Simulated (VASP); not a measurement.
# ScAl4N (R3m) in VASP: notebook

ScAl4N is run at these levels: PBE; tasks: single point.

All numbers are computed with VASP 6.6.1; they aren't measurements. Logs are shortened: lines on timing, memory, paths and dates and some standing lists are left out, and cuts for length are marked.

### Step 1. The cell of the first run

The structure is trigonal, space group R3m (No. 160). Conventional cell: a = 4.897 Å, b = 4.897 Å, c = 12.907 Å, α = 90.00°, β = 90.00°, γ = 120.00°. Within 3.8 Å of Sc (site symmetry 3m) lie 3 N at 2.87 Å and 13 Al at 2.94 to 3.14 Å. Within 3.2 Å of Al (site symmetry m) lie 6 Al at 2.44 to 2.75 Å and 2 N at 2.54 to 2.61 Å and 3 Sc at 2.96 to 2.98 Å. Within 3.6 Å of Al (site symmetry 3m) lie 9 Al at 2.75 to 3.37 Å and 4 Sc at 2.94 to 3.14 Å and 3 N at 2.96 Å. Within 3.4 Å of N (site symmetry 3m) lie 9 Al at 2.54 to 2.96 Å and 3 Sc at 2.87 Å.

The cell was built from a structure type or drawn by symmetry, and may not be a known phase.

### Step 2. Single point, PBE

Input file INCAR:

```
SYSTEM = ScAl4N
  PREC = Accurate
  ENCUT = 520
  EDIFF = 1E-6
  ISMEAR = 0
  SIGMA = 0.1
  LREAL = .False.
  LASPH = .True.
  NELM = 100
  ALGO = Normal
  ISIF = 2
  LWAVE = .False.
  LCHARG = .False.
  GGA = PE
  NBANDS = 23
```

Input file KPOINTS:

```
regular mesh
0
Gamma
  6 6 6
  0 0 0
```

Input file POSCAR:

```
ScAl4N
1.0
    2.4487124400      1.4137647900      4.3024211500
   -2.4487124400      1.4137647900      4.3024211500
    0.0000000000     -2.8275295700      4.3024211500
Sc Al N
1 4 1
Direct
    0.0002918800      0.0002918800      0.0002918800
    0.3691721000      0.8675298100      0.3691721000
    0.3691721000      0.3691721000      0.8675298100
    0.8675298100      0.3691721000      0.3691721000
    0.7721425900      0.7721425900      0.7721425900
    0.3716915200      0.3716915200      0.3716915200
```

Potentials or basis: VASP PAW PBE potentials, release 64 (Sc_sv, Al, N).

Started as:

```bash
$ cat potpaw_PBE.64/Sc_sv/POTCAR potpaw_PBE.64/Al/POTCAR potpaw_PBE.64/N/POTCAR > POTCAR
$ mpirun -np 1 vasp_std > vasp.out
```

OUTCAR:

```text
SYSTEM = ScAl4N
   PREC = Accurate
   ENCUT = 520
   EDIFF = 1E-6
   ISMEAR = 0
   LREAL = .False.
   LASPH = .True.
   NELM = 100
   ISIF = 2
   GGA = PE

 ion  position               nearest neighbor table
   1  0.000  0.000  0.000-   5 2.94   4 2.96   2 2.96   3 2.96   2 2.98   4 2.98   3 2.98   3 2.98
                             2 2.98   4 2.98   5 3.14   5 3.14   5 3.14
   2  0.369  0.868  0.369-   4 2.44   3 2.44   4 2.46   3 2.46   6 2.54   5 2.75   5 2.75   1 2.96
                             1 2.98   1 2.98
   3  0.369  0.369  0.868-   2 2.44   4 2.44   2 2.46   4 2.46   6 2.54   5 2.75   5 2.75   1 2.96
                             1 2.98   1 2.98
   4  0.868  0.369  0.369-   2 2.44   3 2.44   2 2.46   3 2.46   6 2.54   5 2.75   5 2.75   1 2.96
                             1 2.98   1 2.98
   5  0.772  0.772  0.772-   2 2.75   4 2.75   3 2.75   3 2.75   2 2.75   4 2.75   1 2.94   1 3.14
                             1 3.14   1 3.14
   6  0.372  0.372  0.372-   3 2.54   2 2.54   4 2.54

  LATTYP: Found a trigonal (rhomboedric) cell.
 ALAT       =     5.1483736507
 COS(alpha) =     0.5475553541

  Lattice vectors:

 A1 = (   2.4487124400,   1.4137647900,   4.3024211500)
 A2 = (  -2.4487124400,   1.4137647900,   4.3024211500)
 A3 = (   0.0000000000,  -2.8275295700,   4.3024211500)

Analysis of symmetry for initial positions (statically):
=====================================================================
 Subroutine PRICEL returns:
 Original cell was already a primitive cell.

 Routine SETGRP: Setting up the symmetry group for a
 trigonal (rhombohedral) supercell.

 Subroutine GETGRP returns: Found  6 space group operations
 (whereof  6 operations were pure point group operations)
 out of a pool of 12 trial point group operations.

The static configuration has the point symmetry C_3v.

Analysis of symmetry for dynamics (positions and initial velocities):
=====================================================================
 Subroutine PRICEL returns:
 Original cell was already a primitive cell.

 Routine SETGRP: Setting up the symmetry group for a
 trigonal (rhombohedral) supercell.

 Subroutine GETGRP returns: Found  6 space group operations
 (whereof  6 operations were pure point group operations)
 out of a pool of 12 trial point group operations.

The dynamic configuration has the point symmetry C_3v.

 Subroutine INISYM returns: Found  6 space group operations
 (whereof  6 operations are pure point group operations),
 and found     1 'primitive' translations

----------------------------------------------------------------------------------------

                                     Primitive cell

  volume of cell :      89.3674

  direct lattice vectors                    reciprocal lattice vectors
     2.448712440  1.413764790  4.302421150     0.204188941  0.117888540  0.077475756
    -2.448712440  1.413764790  4.302421150    -0.204188941  0.117888540  0.077475756
     0.000000000 -2.827529570  4.302421150     0.000000000 -0.235777080  0.077475757

  length of vectors
     5.148373651  5.148373651  5.148373648     0.248180024  0.248180024  0.248180024

  position of ions in fractional coordinates (direct lattice)
     0.000291880  0.000291880  0.000291880
     0.369172100  0.867529810  0.369172100
     0.369172100  0.369172100  0.867529810
     0.867529810  0.369172100  0.369172100
     0.772142590  0.772142590  0.772142590
     0.371691520  0.371691520  0.371691520

  ion indices of the primitive-cell ions
   primitive index   ion index
                 1           1
                 2           2
                 3           3
                 4           4
                 5           5
                 6           6

----------------------------------------------------------------------------------------

 KPOINTS: regular mesh

Automatic generation of k-mesh.
 Grid dimensions read from file:
 generate k-points for:    6    6    6

 Generating k-lattice:

  Cartesian coordinates                     Fractional coordinates (reciprocal lattice)
     0.034031490  0.019648090  0.012912626     0.166666667  0.000000000  0.000000000
    -0.034031490  0.019648090  0.012912626     0.000000000  0.166666667  0.000000000
     0.000000000 -0.039296180  0.012912626     0.000000000  0.000000000  0.166666667

  Length of vectors
     0.041363337  0.041363337  0.041363337

  Shift w.r.t. Gamma in fractional coordinates (k-lattice)
     0.000000000  0.000000000  0.000000000

 Subroutine IBZKPT returns following result:
 ===========================================

 Found     32 irreducible k-points:

 Following reciprocal coordinates:
            Coordinates               Weight
  0.000000  0.000000  0.000000      1.000000
  0.166667  0.000000  0.000000      6.000000
  0.333333  0.000000 -0.000000      6.000000
  0.500000  0.000000  0.000000      3.000000
  0.166667  0.166667  0.000000      6.000000
  0.333333  0.166667  0.000000     12.000000
[... 16 lines left out ...]
  0.500000  0.500000  0.166667      6.000000
 -0.333333  0.500000  0.166667     12.000000
 [... further k-points ...]
   k-points           NKPTS =     32   k-points in BZ     NKDIM =     32   number of bands    NBANDS=     23
   number of dos      NEDOS =    301   number of ions     NIONS =      6
   total plane-waves  NPLWV =  64000
   dimension x,y,z NGX =    40 NGY =   40 NGZ =   40
   dimension x,y,z NGXF=    80 NGYF=   80 NGZF=   80
   ions per type =               1   4   1
   NGX,Y,Z   is equivalent  to a cutoff of  12.92, 12.92, 12.92 a.u.
   NGXF,Y,Z  is equivalent  to a cutoff of  25.83, 25.83, 25.83 a.u.
 SYSTEM =  ScAl4N
   PREC   = accura    normal or accurate (medium, high low for compatibility)
   ISTART =      0    job   : 0-new  1-cont  2-samecut
   ICHARG =      2    charge: 1-file 2-atom 10-const
   ISPIN  =      1    spin polarized calculation?
   LNONCOLLINEAR =      F non collinear calculations
   LSORBIT =      F    spin-orbit coupling
   LASPH  =      T    aspherical Exc in radial PAW
   ENCUT  =  520.0 eV  38.22 Ry    6.18 a.u.   9.57  9.57  9.57*2*pi/ulx,y,z
   NELM   =    100;   NELMIN=  2; NELMDL= -5     # of ELM steps
   EDIFF  = 0.1E-05   stopping-criterion for ELM
   LREAL  =      F    real-space projection
   EDIFFG = 0.1E-04   stopping-criterion for IOM
   NSW    =      0    number of steps for IOM
   IBRION =     -1    ionic relax: 0-MD 1-quasi-New 2-CG
   NFREE  =      0    steps in history (QN), initial steepest desc. (CG)
   ISIF   =      2    stress and relaxation
   ISYM   =      2    0-nonsym 1-usesym 2-fastsym
   POTIM  = 0.5000    time-step for ionic-motion
   TEBEG  =    0.0;   TEEND  =   0.0 temperature during run
   PSTRESS=    0.0 pullay stress
   NELECT =      28.0000    total number of electrons
   NUPDOWN=      -1.0000    fix difference up-down
   EMIN   =  10.00;   EMAX   =-10.00  energy-range for DOS
   EFERMI =   0.00;   METHOD = LEGACY
   ISMEAR =     0;   SIGMA  =   0.10  broadening in eV -4-tet -1-fermi 0-gaus
   EFERMI_NEDOS =   21; number of points for ismear=-14 and -15
   IALGO  =     38    algorithm
   IMIX   =      4    mixing-type and parameters
     AMIX     =   0.40;   BMIX     =  1.00
     AMIX_MAG =   1.60;   BMIX_MAG =  1.00
  volume/ion in A,a.u.               =      14.89       100.51
  Fermi-wavevector in a.u.,A,eV,Ry     =   1.111905  2.101196 16.821337  1.236333
  Thomas-Fermi vector in A             =   2.248474
   LORBIT       =      0    0 simple, 1 ext, 2 COOP (PROOUT), +10 PAW based schemes
   GGA     = PE    functional components
   LHFCALC =     F    Hartree Fock is set to
   AEXX    =    0.0000 exact exchange contribution
   IVDW    =     0    specifies the selected vdW correction
   LEPSILON=     F    determine dielectric tensor
   LRPA    =     F    only Hartree local field effects (RPA)
 non-spin polarized calculation
 Gauss-broadening in eV      SIGMA  =   0.10
  energy-cutoff  :      520.00
  volume of cell :       89.37
 maximum number of plane-waves:      2428
 NGX is ok and might be reduce to    40
   NGX = 19   NGY = 19   NGZ = 19

 number of electron      28.0000000 magnetization

 Free energy of the ion-electron system (eV)
  ---------------------------------------------------
  ext. energy  EPLUGINS =         0.00000000
  ---------------------------------------------------
  free energy    TOTEN  =       -27.73149929 eV

  energy without entropy =      -27.71686120  energy(sigma->0) =      -27.72418025

 E-fermi :   7.5051     XC(G=0): -10.6087

 val. band max:        7.4994658822   @ k =   0.3333   0.0000  -0.0000
 cond. band min:       7.5115172541   @ k =   0.5000   0.3333   0.3333
 fundamental gap:      0.0120513720
 Fermi energy:         7.5051276379

 k-point     1 :       0.0000    0.0000    0.0000
  band No.  band energies     occupation
      1     -42.0367      2.00000
      2     -20.7034      2.00000
      3     -20.6981      2.00000
      4     -20.6981      2.00000
      5      -6.5886      2.00000
      6      -1.5834      2.00000
[... 15 lines left out ...]
     22      10.9859      0.00000
     23      11.1351      0.00000

 k-point     2 :       0.1667    0.0000    0.0000
  band No.  band energies     occupation
      1     -42.0367      2.00000
      2     -20.7037      2.00000
      3     -20.6998      2.00000
      4     -20.6984      2.00000
      5      -6.5160      2.00000
      6      -1.5320      2.00000
[... 15 lines left out ...]
     22      11.0246      0.00000
     23      11.2554      0.00000

 k-point     3 :       0.3333    0.0000   -0.0000
  band No.  band energies     occupation
      1     -42.0366      2.00000
      2     -20.7049      2.00000
      3     -20.7025      2.00000
      4     -20.6990      2.00000
      5      -6.3642      2.00000
      6      -1.3336      2.00000
[... 15 lines left out ...]
     22      11.0981      0.00000
     23      11.5478      0.00000

 k-point     4 :       0.5000    0.0000    0.0000
  band No.  band energies     occupation
      1     -42.0365      2.00000
      2     -20.7061      2.00000
      3     -20.7032      2.00000
      4     -20.6993      2.00000
      5      -6.2848      2.00000
      6      -1.1062      2.00000
[... 15 lines left out ...]
     22      11.2697      0.00000
     23      11.6585      0.00000

 k-point     5 :       0.1667    0.1667    0.0000
  band No.  band energies     occupation
      1     -42.0367      2.00000
      2     -20.7042      2.00000
      3     -20.6996      2.00000
      4     -20.6987      2.00000
      5      -6.4917      2.00000
      6      -1.5953      2.00000
[... 15 lines left out ...]
     22      11.1265      0.00000
     23      11.5118      0.00000

 k-point     6 :       0.3333    0.1667    0.0000
  band No.  band energies     occupation
      1     -42.0366      2.00000
      2     -20.7051      2.00000
      3     -20.7016      2.00000
      4     -20.6994      2.00000
      5      -6.3680      2.00000
      6      -1.4768      2.00000
[... 15 lines left out ...]
     22      11.3138      0.00000
     23      11.6491      0.00000

 k-point     7 :       0.5000    0.1667    0.0000
  band No.  band energies     occupation
      1     -42.0365      2.00000
      2     -20.7058      2.00000
      3     -20.7031      2.00000
      4     -20.7002      2.00000
      5      -6.2662      2.00000
      6      -1.0955      2.00000
[... 353 lines left out ...]
     22      11.6008      0.00000
     23      12.1399      0.00000

 k-point    21 :      -0.3333    0.3333    0.1667
  band No.  band energies     occupation
      1     -42.0365      2.00000
      2     -20.7060      2.00000
      3     -20.7037      2.00000
      4     -20.7005      2.00000
      5      -6.2195      2.00000
      6      -1.0494      2.00000
[... 15 lines left out ...]
     22      11.9265      0.00000
     23      12.4812      0.00000

 k-point    22 :      -0.1667    0.3333    0.1667
  band No.  band energies     occupation
      1     -42.0365      2.00000
      2     -20.7051      2.00000
      3     -20.7035      2.00000
      4     -20.7005      2.00000
      5      -6.2739      2.00000
      6      -0.9064      2.00000
[... 15 lines left out ...]
     22      11.5166      0.00000
     23      12.4148      0.00000

 k-point    23 :       0.5000    0.5000    0.1667
  band No.  band energies     occupation
      1     -42.0365      2.00000
      2     -20.7073      2.00000
      3     -20.7025      2.00000
      4     -20.6999      2.00000
      5      -6.2159      2.00000
      6      -1.6126      2.00000
[... 15 lines left out ...]
     22      12.2386      0.00000
     23      12.6032      0.00000

 k-point    24 :      -0.3333    0.5000    0.1667
  band No.  band energies     occupation
      1     -42.0365      2.00000
      2     -20.7066      2.00000
      3     -20.7033      2.00000
      4     -20.7009      2.00000
      5      -6.1985      2.00000
      6      -1.1165      2.00000
[... 15 lines left out ...]
     22      12.3444      0.00000
     23      12.7637      0.00000

 [... further k-points ...]
[... 5 lines left out ...]
  --------------------------------------------------------------------------------------
  -------------------------------------------------------------------------------------
  Total        8.4334760      8.4334760     -4.6080302      0.0000000     -0.0000000     -0.0000000
  in kB      151.1952258    151.1952259    -82.6126939      0.0000000     -0.0000001     -0.0000000
  external PRESSURE =      73.2592526 kB  Pullay stress =       0.0000000 kB

 VOLUME and BASIS-vectors are now :
 -----------------------------------------------------------------------------
  energy-cutoff  :      520.00
  volume of cell :       89.37
      direct lattice vectors                 reciprocal lattice vectors
     2.448712440  1.413764790  4.302421150     0.204188941  0.117888540  0.077475756
    -2.448712440  1.413764790  4.302421150    -0.204188941  0.117888540  0.077475756
     0.000000000 -2.827529570  4.302421150     0.000000000 -0.235777080  0.077475757

 POSITION                                       TOTAL-FORCE (eV/Angst)
 -----------------------------------------------------------------------------------
      0.00000      0.00000      0.00377         0.000000      0.000000      0.375784
     -1.22033      0.70456      6.90915         0.075595     -0.043645      0.185061
      0.00000     -1.40912      6.90915         0.000000      0.087289      0.185061
      1.22033      0.70456      6.90915        -0.075595     -0.043645      0.185061
      0.00000      0.00000      9.96625         0.000000     -0.000000     -0.772290
      0.00000      0.00000      4.79752         0.000000     -0.000000     -0.158678
 -----------------------------------------------------------------------------------
    total drift:                                0.000000      0.000000      0.001105

  FREE ENERGIE OF THE ION-ELECTRON SYSTEM (eV)
  ---------------------------------------------------
  free  energy   TOTEN  =       -27.7314992926 eV

  energy  without entropy=      -27.7168612047  energy(sigma->0) =      -27.72418025
```

Wall time 49 s (1 thread of Intel Xeon 6975P-C (Granite Rapids), shared host); peak memory 0.27 GiB.

What came out:

| Quantity | Value |
| --- | --- |
| Free energy | -27.7315 eV |
| Pressure | 7.3 GPa |
| Largest force | 0.772 eV/Å |
| Band gap on the k mesh | zero (bands 14 and 15 overlap by 1.89 eV) |

Forces in eV/Å, atoms in the order of the input:
```
Sc   0.000  0.000  0.376
Al   0.076 -0.044  0.185
Al   0.000  0.087  0.185
Al  -0.076 -0.044  0.185
Al   0.000  0.000 -0.772
N    0.000  0.000 -0.159
```

Caveat: the cell stands under pressure.

### Step 3. Single point, PBE

This run uses another cell than the first one, of 16.51 Å³/atom.

Input file INCAR:

```
SYSTEM = ScAl4N
PREC = Accurate ; ENCUT = 520
EDIFF = 1E-7 ; ISMEAR = 0
SIGMA = 0.1 ; LREAL = .FALSE.
LASPH = .TRUE. ; NELM = 80
ALGO = Normal ; ISIF = 2
LWAVE = .FALSE. ; LCHARG = .TRUE.
GGA = PE ; LELF = .TRUE.
LVHAR = .TRUE. ; NBANDS = 23
```

Input file KPOINTS:

```
Automatic mesh
0
G
  6 6 6
  0 0 0
```

Input file POSCAR:

```
ScAl4N
1.0
    2.6845760450      1.5499407038      3.9673142625
   -2.6845760450      1.5499407038      3.9673142625
    0.0000000000     -3.0998814029      3.9673142643
Sc Al N
1 4 1
Direct
    0.0017652559      0.0017652559      0.0017652559
    0.3938054701      0.8852246711      0.3938054701
    0.3938054701      0.3938054701      0.8852246711
    0.8852246711      0.3938054701      0.3938054701
    0.7591074869      0.7591074869      0.7591074869
    0.3162916459      0.3162916459      0.3162916459
```

Potentials or basis: VASP PAW PBE potentials, release 64 (Sc_sv, Al, N).

Started as:

```bash
$ cat potpaw_PBE.64/Sc_sv/POTCAR potpaw_PBE.64/Al/POTCAR potpaw_PBE.64/N/POTCAR > POTCAR
$ mpirun -np 1 vasp_std > vasp.out
```

Wall time 58 s (1 thread of Intel Xeon 6975P-C (Granite Rapids), shared host); peak memory 0.28 GiB.

The run converged. Its results:

```
Free energy            : -29.7116 eV
Pressure               : 0.0 GPa
Largest force          : 0.032 eV/Å
Band gap on the k mesh : zero (bands 14 and 15 overlap by 1.27 eV)
```

Forces on the atoms (eV/Å):
```
Sc   0.000  0.000  0.032
Al  -0.001  0.001 -0.004
Al   0.000 -0.001 -0.004
Al   0.001  0.001 -0.004
Al   0.000  0.000 -0.018
N    0.000  0.000 -0.002
```

Levels at points of the mesh, in eV from the Fermi level:
| k point | band 10 | band 11 | band 12 | band 13 | band 14 | band 15 | band 16 | band 17 | band 18 | band 19 |
| --- | --- | --- | --- | --- | --- | --- | --- | --- | --- | --- |
| (0.00, 0.00, 0.00) | -2.26 | -1.92 | -1.92 | -1.09 | -1.09 | -0.93 | 0.52 | 0.52 | 0.93 | 2.27 |
| (0.50, 0.00, 0.00) | -3.14 | -2.72 | -2.35 | -1.08 | -0.60 | 0.36 | 0.94 | 1.46 | 2.40 | 2.82 |
| (0.50, 0.50, 0.00) | -3.92 | -1.62 | -1.29 | -1.14 | -0.38 | 0.66 | 1.07 | 1.16 | 1.55 | 3.07 |
| (0.50, 0.50, 0.50) | -2.94 | -2.94 | -2.91 | -0.28 | 0.08 | 0.08 | 0.32 | 1.65 | 1.65 | 3.23 |
